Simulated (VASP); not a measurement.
Crystal: NaCl.

```
Na Cl
1.0
     0.00000    2.80270    2.86968
     2.80270    0.00000    2.86968
     2.80270    2.80270    0.00000
Na Cl
1 1
Direct
  0.00000 0.00000 0.00000
  0.50000 0.50000 0.50000
```

This cell differs from its parent crystal: uniaxial z strain +2.4%.

Base run:

```yaml
Program: VASP 6.6.1
Functional: r2SCAN
Potentials_or_basis: VASP PAW PBE potentials, release 64 (Na_pv, Cl)
Cutoff: 520 eV
k_mesh: 8 × 8 × 8
Occupations: gaussian, width 0.01 eV
Spin: no spin polarisation
```

Its results: band gap on the k mesh 5.89 eV, direct; pressure -0.8 GPa.

Question: The run is repeated on the same cell with these changes: functional from r2SCAN to PBE; occupations from gaussian, width 0.01 eV to fermi-dirac, width 0.02 eV. What comes out?

Answer: Band gap on the k mesh 5.08 eV, direct; pressure 0.6 GPa.

Caveats: the PAW data sets were made with another functional, which shifts forces and pressure a little (some runs).

A k mesh can miss the band edges.
